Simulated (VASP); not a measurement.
# GdO (F-43m) in VASP: settings compared, part 2 of 2

VASP 6.6.1. The steps go on from the part before.

### Step 4. Single point, LDA, collinear spin, ferromagnetic start

INCAR

```
SYSTEM = GdO
  PREC = Accurate
  ENCUT = 520
  EDIFF = 1E-6
  ISMEAR = -1
  SIGMA = 0.05
  LREAL = .False.
  LASPH = .True.
  NELM = 150
  ALGO = Normal
  ISIF = 2
  LWAVE = .False.
  LCHARG = .False.
  ISPIN = 2
  MAGMOM = 7 0
  LORBIT = 11
  LMAXMIX = 6
  GGA = CA
  NBANDS = 23
```

KPOINTS

```
regular mesh
0
Gamma
  9 9 9
  0 0 0
```

POSCAR

```
GdO
1.0
    0.0000000000      2.7000000000      2.7000000000
    2.7000000000      0.0000000000      2.7000000000
    2.7000000000      2.7000000000      0.0000000000
Gd O
1 1
Direct
    0.0000000000      0.0000000000      0.0000000000
    0.7500000000      0.7500000000      0.7500000000
```

Potentials or basis: VASP PAW PBE potentials, release 64 (Gd, O).

Command:

```bash
$ cat potpaw_PBE.64/Gd/POTCAR potpaw_PBE.64/O/POTCAR > POTCAR
$ mpirun -np 1 vasp_std > vasp.out
```

OUTCAR:

```text
SYSTEM = GdO
   PREC = Accurate
   ENCUT = 520
   EDIFF = 1E-6
   ISMEAR = -1
   LREAL = .False.
   LASPH = .True.
   NELM = 150
   ISIF = 2
   ISPIN = 2
   LORBIT = 11
   GGA = CA

 ion  position               nearest neighbor table
   1  0.000  0.000  0.000-   2 2.34   2 2.34   2 2.34   2 2.34
   2  0.750  0.750  0.750-   1 2.34   1 2.34   1 2.34   1 2.34

  LATTYP: Found a face centered cubic cell.
 ALAT       =     5.4000000000

  Lattice vectors:

 A1 = (   0.0000000000,   2.7000000000,   2.7000000000)
 A2 = (   2.7000000000,   0.0000000000,   2.7000000000)
 A3 = (   2.7000000000,   2.7000000000,   0.0000000000)

Analysis of symmetry for initial positions (statically):
=====================================================================
 Subroutine PRICEL returns:
 Original cell was already a primitive cell.

[... 824 lines left out ...]
      4     -16.4748      1.00000
      5     -15.4297      1.00000
      6      -1.9421      1.00000
[... 613 lines left out ...]
     22      14.0589      0.00000
     23      14.7806      0.00000

 [... further k-points ...]

------------------------ aborting loop because EDIFF is reached ----------------------------------------

  FORCE on cell =-STRESS in cart. coord.  units (eV):
  Direction    XX          YY          ZZ          XY          YZ          ZX
  --------------------------------------------------------------------------------------
  -------------------------------------------------------------------------------------
  Total       -1.8114843     -1.8114843     -1.8114843      0.0000000      0.0000000     -0.0000000
  in kB      -73.7265447    -73.7265447    -73.7265447      0.0000000      0.0000000     -0.0000000
  external PRESSURE =     -73.7265447 kB  Pullay stress =       0.0000000 kB

 VOLUME and BASIS-vectors are now :
 -----------------------------------------------------------------------------
  energy-cutoff  :      520.00
  volume of cell :       39.37
      direct lattice vectors                 reciprocal lattice vectors
     0.000000000  2.700000000  2.700000000    -0.185185185  0.185185185  0.185185185
     2.700000000  0.000000000  2.700000000     0.185185185 -0.185185185  0.185185185
     2.700000000  2.700000000  0.000000000     0.185185185  0.185185185 -0.185185185

 POSITION                                       TOTAL-FORCE (eV/Angst)
 -----------------------------------------------------------------------------------
      0.00000      0.00000      0.00000         0.000000     -0.000000     -0.000000
      4.05000      4.05000      4.05000        -0.000000      0.000000      0.000000
 -----------------------------------------------------------------------------------
    total drift:                               -0.000000     -0.000000     -0.000000

  FREE ENERGIE OF THE ION-ELECTRON SYSTEM (eV)
  ---------------------------------------------------
  free  energy   TOTEN  =       -22.9165614774 eV

  energy  without entropy=      -22.8869072235  energy(sigma->0) =      -22.90173435

 total charge

# of ion       s       p       d       f       tot
--------------------------------------------------
    1        2.028   5.597   0.453   7.157  15.234
    2        1.556   3.398   0.000   0.000   4.954
--------------------------------------------------
tot          3.583   8.995   0.453   7.157  20.188

 magnetization (x)

# of ion       s       p       d       f       tot
--------------------------------------------------
    1       -0.005  -0.052   0.084   6.617   6.644
    2       -0.003  -0.050   0.000   0.000  -0.053
--------------------------------------------------
tot         -0.008  -0.102   0.084   6.617   6.591
```

stdout:

```text
POSCAR found type information on POSCAR GdO
 POSCAR found :  2 types and       2 ions
 scaLAPACK will be used
 -----------------------------------------------------------------------------
|                                                                             |
|                                                                             |
|     You enforced a specific xc type in the INCAR file but a different       |
|     I HOPE YOU KNOW WHAT YOU ARE DOING!                                     |
|                                                                             |
 -----------------------------------------------------------------------------

 LDA part: xc-table for (Slater(with rela. corr.)+CA(PZ))
 , standard interpolation
 POSCAR, INCAR and KPOINTS ok, starting setup
 FFT: planning ... GRIDC
 FFT: planning ... GRID_SOFT
 FFT: planning ... GRID
 WAVECAR not read
 entering main loop
```

Run time: 2.5 min. Hardware: 1 thread of Intel Xeon Platinum 8259CL at 2.50GHz (Skylake/Cascade Lake), shared host; peak memory 0.19 GiB.

What came out:

| Quantity | Value |
| --- | --- |
| Free energy | -22.9166 eV |
| Pressure | -7.4 GPa |
| Net moment | 6.85 μB per cell |
| Site moments | Gd +6.64; O -0.05 μB |
| Valence electrons inside the program's atomic spheres | Gd 15.23; O 4.95 |

Levels at points of the mesh, in eV from the Fermi level:
Spin up:
```tsv
k point	band 11	band 12	band 13	band 14	band 15	band 16	band 17	band 18	band 19	band 20
(0.00, 0.00, 0.00)	-4.05	-4.05	-3.99	-3.99	-3.99	-1.74	2.67	2.67	4.76	4.76
```
Spin down:
```csv
k point,band 6,band 7,band 8,band 9,band 10,band 11,band 12,band 13
"(0.00, 0.00, 0.00)",-5.69,-5.69,-5.69,-1.94,0.52,0.52,0.52,0.73
```

Caveat: the cell stands under tension; the PAW data sets were made with another functional, which shifts forces and pressure a little; spin-orbit coupling is left out, which moves the levels of the heavy elements; a cell with one magnetic atom can't hold antiferromagnetic order, which such compounds often take; semilocal functionals describe open f shells poorly, which spoils levels, moments and volumes.
